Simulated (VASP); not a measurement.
# Li2Se (Fm-3m) in VASP: further runs

Runs on Li2Se. Level: PBE. Tasks: single point, relaxation of cell and atoms.

Everything below comes from runs of VASP 6.6.1. Logs are shortened: lines on timing, memory, paths and dates and some standing lists are left out, and cuts for length are marked.

### Step 1. The cell of the first run

The structure is cubic, space group Fm-3m (No. 225). Conventional cell: a = 6.006 Å, b = 6.006 Å, c = 6.006 Å, α = 90.00°, β = 90.00°, γ = 90.00°. Within 3.4 Å of Li (site symmetry -43m) lie 4 Se at 2.60 Å and 6 Li at 3.00 Å. Se (site symmetry m-3m) has 8 Li at 2.60 Å within 3.4 Å.

### Step 2. Single point, PBE

The input, INCAR:

```
SYSTEM = Li2Se
  PREC = Accurate
  ENCUT = 750
  EDIFF = 1E-6
  ISMEAR = 0
  SIGMA = 0.02
  LREAL = .False.
  LASPH = .True.
  NELM = 120
  ALGO = Normal
  ISIF = 2
  LWAVE = .False.
  LCHARG = .False.
  GGA = PE
  NBANDS = 13
  GGA_COMPAT = .False.
```

The input, KPOINTS:

```
Automatic mesh
0
Gamma
  8 8 8
  0 0 0
```

The input, POSCAR:

```
Li2Se
1.0
    0.0000000000      3.0030602988      3.0030602988
    3.0030602988      0.0000000000      3.0030602988
    3.0030602988      3.0030602988      0.0000000000
Li Se
2 1
Direct
    0.7500000000      0.7500000000      0.7500000000
    0.2500000000      0.2500000000      0.2500000000
    0.0000000000      0.0000000000      0.0000000000
```

Potentials or basis: VASP PAW PBE potentials, release 64 (Li_sv, Se).

Started as:

```console
cat potpaw_PBE.64/Li_sv/POTCAR potpaw_PBE.64/Se/POTCAR > POTCAR
mpirun -np 1 vasp_std > vasp.out
```

OUTCAR:

```text
SYSTEM = Li2Se
   PREC = Accurate
   ENCUT = 750
   EDIFF = 1E-6
   ISMEAR = 0
   LREAL = .False.
   LASPH = .True.
   NELM = 120
   ISIF = 2
   GGA = PE

 ion  position               nearest neighbor table
   1  0.750  0.750  0.750-   3 2.60   3 2.60   3 2.60   3 2.60
   2  0.250  0.250  0.250-   3 2.60   3 2.60   3 2.60   3 2.60
   3  0.000  0.000  0.000-   1 2.60   2 2.60   1 2.60   1 2.60   1 2.60   2 2.60   2 2.60   2 2.60

  LATTYP: Found a face centered cubic cell.
 ALAT       =     6.0061205976

  Lattice vectors:

 A1 = (   0.0000000000,   3.0030602988,   3.0030602988)
 A2 = (   3.0030602988,   0.0000000000,   3.0030602988)
 A3 = (   3.0030602988,   3.0030602988,   0.0000000000)

Analysis of symmetry for initial positions (statically):
=====================================================================
 Subroutine PRICEL returns:
 Original cell was already a primitive cell.

 Routine SETGRP: Setting up the symmetry group for a
 face centered cubic supercell.

 Subroutine GETGRP returns: Found 48 space group operations
 (whereof 48 operations were pure point group operations)
 out of a pool of 48 trial point group operations.

The static configuration has the point symmetry O_h .

Analysis of symmetry for dynamics (positions and initial velocities):
=====================================================================
 Subroutine PRICEL returns:
 Original cell was already a primitive cell.

 Routine SETGRP: Setting up the symmetry group for a
 face centered cubic supercell.

 Subroutine GETGRP returns: Found 48 space group operations
 (whereof 48 operations were pure point group operations)
 out of a pool of 48 trial point group operations.

The dynamic configuration has the point symmetry O_h .

 Subroutine INISYM returns: Found 48 space group operations
 (whereof 48 operations are pure point group operations),
 and found     1 'primitive' translations

----------------------------------------------------------------------------------------

                                     Primitive cell

  volume of cell :      54.1654

  direct lattice vectors                    reciprocal lattice vectors
     0.000000000  3.003060299  3.003060299    -0.166496823  0.166496823  0.166496823
     3.003060299  0.000000000  3.003060299     0.166496823 -0.166496823  0.166496823
     3.003060299  3.003060299  0.000000000     0.166496823  0.166496823 -0.166496823

  length of vectors
     4.246968603  4.246968603  4.246968603     0.288380957  0.288380957  0.288380957

  position of ions in fractional coordinates (direct lattice)
     0.750000000  0.750000000  0.750000000
     0.250000000  0.250000000  0.250000000
     0.000000000  0.000000000  0.000000000

  ion indices of the primitive-cell ions
   primitive index   ion index
                 1           1
                 2           2
                 3           3

----------------------------------------------------------------------------------------

 KPOINTS: Automatic mesh

Automatic generation of k-mesh.
 Grid dimensions read from file:
 generate k-points for:    8    8    8

 Generating k-lattice:

  Cartesian coordinates                     Fractional coordinates (reciprocal lattice)
    -0.020812103  0.020812103  0.020812103     0.125000000  0.000000000  0.000000000
     0.020812103 -0.020812103  0.020812103     0.000000000  0.125000000  0.000000000
     0.020812103  0.020812103 -0.020812103     0.000000000  0.000000000  0.125000000

  Length of vectors
     0.036047620  0.036047620  0.036047620

  Shift w.r.t. Gamma in fractional coordinates (k-lattice)
     0.000000000  0.000000000  0.000000000

 Subroutine IBZKPT returns following result:
 ===========================================

 Found     29 irreducible k-points:

 Following reciprocal coordinates:
            Coordinates               Weight
  0.000000  0.000000  0.000000      1.000000
  0.125000  0.000000  0.000000      8.000000
  0.250000  0.000000  0.000000      8.000000
  0.375000  0.000000  0.000000      8.000000
  0.500000  0.000000  0.000000      4.000000
  0.125000  0.125000  0.000000      6.000000
[... 16 lines left out ...]
  0.500000  0.250000  0.125000     48.000000
 -0.375000  0.250000  0.125000     24.000000
 [... further k-points ...]
   k-points           NKPTS =     29   k-points in BZ     NKDIM =     29   number of bands    NBANDS=     13
   number of dos      NEDOS =    301   number of ions     NIONS =      3
   total plane-waves  NPLWV =  64000
   dimension x,y,z NGX =    40 NGY =   40 NGZ =   40
   dimension x,y,z NGXF=    80 NGYF=   80 NGZF=   80
   ions per type =               2   1
   NGX,Y,Z   is equivalent  to a cutoff of  15.66, 15.66, 15.66 a.u.
   NGXF,Y,Z  is equivalent  to a cutoff of  31.32, 31.32, 31.32 a.u.
 SYSTEM =  Li2Se
   PREC   = accura    normal or accurate (medium, high low for compatibility)
   ISTART =      0    job   : 0-new  1-cont  2-samecut
   ICHARG =      2    charge: 1-file 2-atom 10-const
   ISPIN  =      1    spin polarized calculation?
   LNONCOLLINEAR =      F non collinear calculations
   LSORBIT =      F    spin-orbit coupling
   LASPH  =      T    aspherical Exc in radial PAW
   ENCUT  =  750.0 eV  55.12 Ry    7.42 a.u.   9.48  9.48  9.48*2*pi/ulx,y,z
   NELM   =    120;   NELMIN=  2; NELMDL= -5     # of ELM steps
   EDIFF  = 0.1E-05   stopping-criterion for ELM
   LREAL  =      F    real-space projection
   EDIFFG = 0.1E-04   stopping-criterion for IOM
   NSW    =      0    number of steps for IOM
   IBRION =     -1    ionic relax: 0-MD 1-quasi-New 2-CG
   NFREE  =      0    steps in history (QN), initial steepest desc. (CG)
   ISIF   =      2    stress and relaxation
   ISYM   =      2    0-nonsym 1-usesym 2-fastsym
   POTIM  = 0.5000    time-step for ionic-motion
   TEBEG  =    0.0;   TEEND  =   0.0 temperature during run
   PSTRESS=    0.0 pullay stress
   NELECT =      12.0000    total number of electrons
   NUPDOWN=      -1.0000    fix difference up-down
   EMIN   =  10.00;   EMAX   =-10.00  energy-range for DOS
   EFERMI =   0.00;   METHOD = LEGACY
   ISMEAR =     0;   SIGMA  =   0.02  broadening in eV -4-tet -1-fermi 0-gaus
   EFERMI_NEDOS =   21; number of points for ismear=-14 and -15
   IALGO  =     38    algorithm
   IMIX   =      4    mixing-type and parameters
     AMIX     =   0.40;   BMIX     =  1.00
     AMIX_MAG =   1.60;   BMIX_MAG =  1.00
  volume/ion in A,a.u.               =      18.06       121.84
  Fermi-wavevector in a.u.,A,eV,Ry     =   0.990591  1.871946 13.351005  0.981271
  Thomas-Fermi vector in A             =   2.122273
   LORBIT       =      0    0 simple, 1 ext, 2 COOP (PROOUT), +10 PAW based schemes
   GGA     = PE    functional components
   LHFCALC =     F    Hartree Fock is set to
   AEXX    =    0.0000 exact exchange contribution
   IVDW    =     0    specifies the selected vdW correction
   LEPSILON=     F    determine dielectric tensor
   LRPA    =     F    only Hartree local field effects (RPA)
 non-spin polarized calculation
 Gauss-broadening in eV      SIGMA  =   0.02
  energy-cutoff  :      750.00
  volume of cell :       54.17
 maximum number of plane-waves:      2565
 NGX is ok and might be reduce to    40

 number of electron      12.0000004 magnetization

 Free energy of the ion-electron system (eV)
  ---------------------------------------------------
  ext. energy  EPLUGINS =         0.00000000
  ---------------------------------------------------
  free energy    TOTEN  =       -11.13102153 eV

  energy without entropy =      -11.13102153  energy(sigma->0) =      -11.13102153

 E-fermi :   1.2098     XC(G=0):  -8.2597

 val. band max:        0.9922394806   @ k =   0.0000   0.0000   0.0000
 cond. band min:       3.9676220462   @ k =   0.5000   0.5000   0.0000
 fundamental gap:      2.9753825656
 Fermi energy:         1.2097701623

 k-point     1 :       0.0000    0.0000    0.0000
  band No.  band energies     occupation
      1     -43.7205      2.00000
      2     -43.6969      2.00000
      3     -10.3953      2.00000
      4       0.9922      2.00000
      5       0.9922      2.00000
      6       0.9922      2.00000
      7       4.3734      0.00000
      8       6.6116      0.00000
      9       6.6116      0.00000
     10       6.6116      0.00000
     11      11.5703      0.00000
     12      11.5703      0.00000
     13      11.9095      0.00000

 k-point     2 :       0.1250    0.0000    0.0000
  band No.  band energies     occupation
      1     -43.7196      2.00000
      2     -43.6977      2.00000
      3     -10.3470      2.00000
      4       0.3412      2.00000
      5       0.9003      2.00000
      6       0.9003      2.00000
      7       4.8627      0.00000
      8       6.8400      0.00000
      9       6.8400      0.00000
     10       6.9740      0.00000
     11      10.3718      0.00000
     12      10.3718      0.00000
     13      12.0066      0.00000

 k-point     3 :       0.2500    0.0000    0.0000
  band No.  band energies     occupation
      1     -43.7169      2.00000
      2     -43.7001      2.00000
      3     -10.2237      2.00000
      4      -0.7625      2.00000
      5       0.7029      2.00000
      6       0.7029      2.00000
      7       5.5136      0.00000
      8       7.1521      0.00000
      9       7.1521      0.00000
     10       7.8708      0.00000
     11      10.0205      0.00000
     12      10.0205      0.00000
     13      12.3548      0.00000
[... 305 lines left out ...]
 k-point    23 :       0.5000    0.2500    0.1250
  band No.  band energies     occupation
      1     -43.7119      2.00000
      2     -43.7046      2.00000
      3     -10.0216      2.00000
      4      -1.3975      2.00000
      5      -0.2803      2.00000
      6       0.2075      2.00000
      7       6.1749      0.00000
      8       6.9780      0.00000
      9       8.2307      0.00000
     10       8.7443      0.00000
     11      10.2960      0.00000
     12      12.2169      0.00000
     13      14.0032      0.00000

 k-point    24 :      -0.3750    0.2500    0.1250
  band No.  band energies     occupation
      1     -43.7082      2.00000
      2     -43.7082      2.00000
      3      -9.9742      2.00000
      4      -1.6140      2.00000
      5      -0.3125      2.00000
      6       0.0652      2.00000
      7       6.3980      0.00000
      8       6.7460      0.00000
      9       8.6305      0.00000
     10       9.3532      0.00000
     11      10.3575      0.00000
     12      11.7006      0.00000
     13      13.6026      0.00000

 [... further k-points ...]

------------------------ aborting loop because EDIFF is reached ----------------------------------------

  FORCE on cell =-STRESS in cart. coord.  units (eV):
  Direction    XX          YY          ZZ          XY          YZ          ZX
  --------------------------------------------------------------------------------------
  -------------------------------------------------------------------------------------
  Total       -0.0206903     -0.0206903     -0.0206903      0.0000000     -0.0000000      0.0000000
  in kB       -0.6120060     -0.6120060     -0.6120060      0.0000000     -0.0000000      0.0000000
  external PRESSURE =      -0.6120060 kB  Pullay stress =       0.0000000 kB

 VOLUME and BASIS-vectors are now :
 -----------------------------------------------------------------------------
  energy-cutoff  :      750.00
  volume of cell :       54.17
      direct lattice vectors                 reciprocal lattice vectors
     0.000000000  3.003060299  3.003060299    -0.166496823  0.166496823  0.166496823
     3.003060299  0.000000000  3.003060299     0.166496823 -0.166496823  0.166496823
     3.003060299  3.003060299  0.000000000     0.166496823  0.166496823 -0.166496823

 POSITION                                       TOTAL-FORCE (eV/Angst)
 -----------------------------------------------------------------------------------
      4.50459      4.50459      4.50459        -0.000000      0.000000     -0.000000
      1.50153      1.50153      1.50153         0.000000     -0.000000      0.000000
      0.00000      0.00000      0.00000        -0.000000      0.000000     -0.000000
 -----------------------------------------------------------------------------------
    total drift:                                0.000000     -0.000000      0.000000

  FREE ENERGIE OF THE ION-ELECTRON SYSTEM (eV)
  ---------------------------------------------------
  free  energy   TOTEN  =       -11.1310215285 eV

  energy  without entropy=      -11.1310215285  energy(sigma->0) =      -11.13102153
```

It took 60 s on 1 thread of Oxide Virtual Turin-like, shared host; peak memory 0.21 GiB.

Results:

| Item | Value |
| --- | --- |
| Free energy | -11.1310 eV |
| Pressure | -0.1 GPa |
| Band gap on the k mesh | 2.98 eV (least direct gap 3.38 eV) |

### Step 3. Relaxation of cell and atoms, PBE

This run uses another cell than the first one, of 17.57 Å³/atom.

The input, INCAR:

```
SYSTEM = Li2Se
PREC     = Accurate       ! precision mode
ENCUT    = 750            ! plane-wave cutoff, eV
EDIFF    = 1E-7           ! SCF threshold, eV
ISMEAR   = 0              ! smearing method
SIGMA    = 0.02           ! smearing width, eV
LREAL    = .FALSE.        ! projectors in reciprocal space
LASPH    = .TRUE.         ! aspherical terms in the spheres
NELM     = 120            ! most SCF steps
ALGO     = Normal         ! electronic algorithm
ISIF     = 3              ! what is computed and relaxed
LWAVE    = .FALSE.        ! write WAVECAR
LCHARG   = .FALSE.        ! write CHGCAR
GGA      = PE             ! functional
IBRION   = 2              ! ionic algorithm
NSW      = 100            ! ionic steps
EDIFFG   = -0.005         ! ionic threshold
GGA_COMPAT= .FALSE.      
NELMIN   = 4
```

The input, KPOINTS:

```
regular mesh
0
G
  8 8 8
  0 0 0
```

The input, POSCAR:

```
Li2Se
1.0
    0.0000000000      2.9760442648      2.9760442648
    2.9760442648      0.0000000000      2.9760442648
    2.9760442648      2.9760442648      0.0000000000
Li Se
2 1
Direct
    0.7500000000      0.7500000000      0.7500000000
    0.2500000000      0.2500000000      0.2500000000
    0.0000000000      0.0000000000      0.0000000000
```

Potentials or basis: VASP PAW PBE potentials, release 64 (Li_sv, Se).

Started as:

```console
cat potpaw_PBE.64/Li_sv/POTCAR potpaw_PBE.64/Se/POTCAR > POTCAR
mpirun -np 1 vasp_std > vasp.out
```

Run time: 1.8 min. Hardware: 1 thread of Oxide Virtual Turin-like, shared host; peak memory 0.21 GiB.

Results (log left out):

- Free energy: -11.1303 eV
- Relaxed volume: 18.02 Å³/atom
- Relaxed cell: a = 4.244 Å, b = 4.244 Å, c = 4.244 Å, α = 60.00°, β = 60.00°, γ = 60.00°
- Space group after relaxing (to 0.1 Å): Fm-3m (No. 225)
- Energy gained by relaxing: 1.2 meV/atom
- Ionic steps: 3
- Pressure after relaxing: 0.0 GPa
- Band gap on the k mesh: 2.97 eV (least direct gap 3.39 eV)

The path:
| step | energy change (eV) | largest force (eV/Å) | pressure (GPa) | volume (Å³) |
| --- | --- | --- | --- | --- |
| 1 | 0.0000 | 0.0000 | 0.90 | 52.72 |
| 2 | -0.0030 | 0.0000 | 0.38 | 53.47 |
| 3 | -0.0037 | 0.0000 | -0.01 | 54.07 |

Final structure:
```
CELL_PARAMETERS angstrom
0.00000 3.00123 3.00123
3.00123 0.00000 3.00123
3.00123 3.00123 0.00000
ATOMIC_POSITIONS crystal
Li 0.75000 0.75000 0.75000
Li 0.25000 0.25000 0.25000
Se 0.00000 0.00000 0.00000
```

Levels at points of the mesh, in eV from the valence-band top:
```csv
k point,band 4,band 5,band 6,band 7,band 8,band 9
"(0.00, 0.00, 0.00)",0.00,0.00,0.00,3.39,5.62,5.62
"(0.50, 0.00, 0.00)",-2.91,-0.53,-0.53,5.11,5.96,5.96
"(0.50, 0.50, 0.00)",-2.28,-1.44,-1.44,2.97,6.17,10.32
```

A k mesh can miss the band edges.

### Step 4. Single point, PBE

This run uses another cell than the first one: it holds 48 atoms, not 3.

The input, INCAR:

```
SYSTEM = Li2Se
PREC     = Accurate       ! precision mode
ENCUT    = 750            ! plane-wave cutoff, eV
EDIFF    = 1E-6           ! SCF threshold, eV
ISMEAR   = 0              ! smearing method
SIGMA    = 0.01           ! smearing width, eV
LREAL    = Auto         
LASPH    = .TRUE.         ! aspherical terms in the spheres
NELM     = 120            ! most SCF steps
ALGO     = Normal         ! electronic algorithm
ISIF     = 2              ! what is computed and relaxed
LWAVE    = .FALSE.        ! write WAVECAR
LCHARG   = .FALSE.        ! write CHGCAR
GGA      = PE             ! functional
NBANDS   = 126            ! bands
GGA_COMPAT= .FALSE.
```

The input, KPOINTS:

```
Automatic mesh
0
Gamma
  2 2 2
  0.5 0.5 0.5
```

The input, POSCAR:

```
Li2Se
1.0
   -6.0061205977     -6.0061205977      6.0061205977
    6.0061205977     -6.0061205977     -6.0061205977
    6.0061205977      6.0061205977      6.0061205977
Li Se
32 16
Direct
    0.2500000000      0.7500000000      0.7500000000
    0.0000000000      0.7500000000      0.0000000000
    0.5000000000      0.5000000000      0.7500000000
    0.2500000000      0.5000000000      0.0000000000
    0.0000000000      0.5000000000      0.2500000000
    0.7500000000      0.7500000000      0.2500000000
    0.5000000000      0.7500000000      0.5000000000
    0.0000000000      0.0000000000      0.7500000000
    0.7500000000      0.2500000000      0.7500000000
    0.5000000000      0.2500000000      0.0000000000
    0.2500000000      0.2500000000      0.2500000000
    0.0000000000      0.2500000000      0.5000000000
    0.7500000000      0.5000000000      0.5000000000
    0.7500000000      0.0000000000      0.0000000000
    0.5000000000      0.0000000000      0.2500000000
    0.2500000000      0.0000000000      0.5000000000
    0.2500000000      0.7500000000      0.2500000000
    0.0000000000      0.7500000000      0.5000000000
    0.5000000000      0.5000000000      0.2500000000
    0.2500000000      0.5000000000      0.5000000000
    0.0000000000      0.5000000000      0.7500000000
    0.7500000000      0.7500000000      0.7500000000
    0.5000000000      0.7500000000      0.0000000000
    0.0000000000      0.0000000000      0.2500000000
    0.7500000000      0.2500000000      0.2500000000
    0.5000000000      0.2500000000      0.5000000000
    0.2500000000      0.2500000000      0.7500000000
    0.0000000000      0.2500000000      0.0000000000
    0.7500000000      0.5000000000      0.0000000000
    0.7500000000      0.0000000000      0.5000000000
    0.5000000000      0.0000000000      0.7500000000
    0.2500000000      0.0000000000      0.0000000000
    0.0000000000      0.5000000000      0.5000000000
    0.7500000000      0.5000000000      0.7500000000
    0.2500000000      0.2500000000      0.5000000000
    0.0000000000      0.2500000000      0.7500000000
    0.7500000000      0.2500000000      0.0000000000
    0.5000000000      0.5000000000      0.0000000000
    0.2500000000      0.5000000000      0.2500000000
    0.7500000000      0.7500000000      0.5000000000
    0.5000000000      0.0000000000      0.5000000000
    0.2500000000      0.0000000000      0.7500000000
    0.0000000000      0.0000000000      0.0000000000
    0.7500000000      0.0000000000      0.2500000000
    0.5000000000      0.2500000000      0.2500000000
    0.5000000000      0.7500000000      0.7500000000
    0.2500000000      0.7500000000      0.0000000000
    0.0000000000      0.7500000000      0.2500000000
```

Started as:

```console
cat potpaw_PBE.64/Li_sv/POTCAR potpaw_PBE.64/Se/POTCAR > POTCAR
mpirun -np 1 vasp_std > vasp.out
```

Wall time 22 min (1 thread of Oxide Virtual Turin-like, shared host); peak memory 1.6 GiB.

The run converged. Its results:

* Free energy: -178.1071 eV
* Pressure: -0.1 GPa
* Band gap on the k mesh: 3.65 eV

Levels at points of the mesh, in eV from the valence-band top:
| k point | band 94 | band 95 | band 96 | band 97 | band 98 | band 99 |
| --- | --- | --- | --- | --- | --- | --- |
| (0.25, 0.25, 0.25) | -0.01 | -0.01 | -0.01 | 4.69 | 4.69 | 4.69 |

Caveat: a shifted mesh leaves out Γ, where band edges can lie. A k mesh can miss the band edges.

### Step 5. The runs side by side

```tsv
task	cell	k mesh	smearing	gap on the mesh (eV)	pressure (GPa)
single point	a = 4.247 Å, angles 60.0°, 3 atoms, atomic positions A	8 × 8 × 8	gaussian 0.02 eV	2.98	-0.1
relaxation of cell and atoms	relaxed from a = 4.209 Å, angles 60.0°, 3 atoms, atomic positions A	8 × 8 × 8	gaussian 0.02 eV	2.97	0.0
single point	a = 10.403 Å, angles 109.5°, 48 atoms, atomic positions B	2 × 2 × 2, shifted	gaussian 0.01 eV	3.65	-0.1
```

Alike in all rows: level PBE; potentials or basis VASP PAW PBE potentials, release 64 (Li_sv, Se); no spin polarisation; cutoff (eV) 750.

Caveats: a shifted mesh leaves out Γ, where band edges can lie (at least some runs).

Total energies depend on the potentials used, so only differences within one code and one set of settings carry meaning.
